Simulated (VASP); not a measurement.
## MgO (pbe): single point with PBE

Crystal: MgO (pbe).

```
Mg O
1.0
     0.00000    2.10594    2.14207
     2.10594    0.00000    2.14207
     2.10594    2.10594    0.00000
Mg O
1 1
Direct
  0.00000 0.00000 0.00000
  0.50000 0.50000 0.50000
```

```json
{
 "Program": "VASP 6.6.1",
 "Task": "single point",
 "Functional": "PBE",
 "Potentials or basis": "VASP PAW PBE potentials, release 64 (Mg, O)",
 "Cutoff": "600 eV",
 "k mesh": "8 × 8 × 8",
 "Occupations": "gaussian, width 0.01 eV",
 "Spin": "no spin polarisation"
}
```

The pressure is 1.0 GPa. The band gap on the k mesh is 4.54 eV, direct.

Stress tensor (GPa, compression positive):
```
 2.10  0.00  0.00
 0.00  2.10  0.00
 0.00  0.00 -1.07
```

Levels at points of the mesh, in eV from the valence-band top:
```tsv
k point	band 1	band 2	band 3	band 4	band 5	band 6	band 7	band 8
(0.00, 0.00, 0.00)	-17.20	-0.04	-0.04	0.00	4.54	15.57	15.75	15.75
(0.50, 0.00, 0.00)	-15.96	-4.57	-0.68	-0.64	7.77	12.39	15.94	16.31
(0.50, 0.50, 0.00)	-15.74	-4.08	-1.30	-1.30	9.20	9.78	12.75	18.83
(0.50, 0.00, 0.50)	-15.69	-4.02	-1.43	-1.32	9.02	9.76	12.97	18.46
```

Wall time 8.1 s on 1 thread of Intel(R) Xeon(R) Platinum 8259CL CPU @ 2.50GHz (Skylake/Cascade Lake) (shared host), peak memory 0.15 GiB.

A hybrid or GW would open this gap; PBE tends to underestimate it.
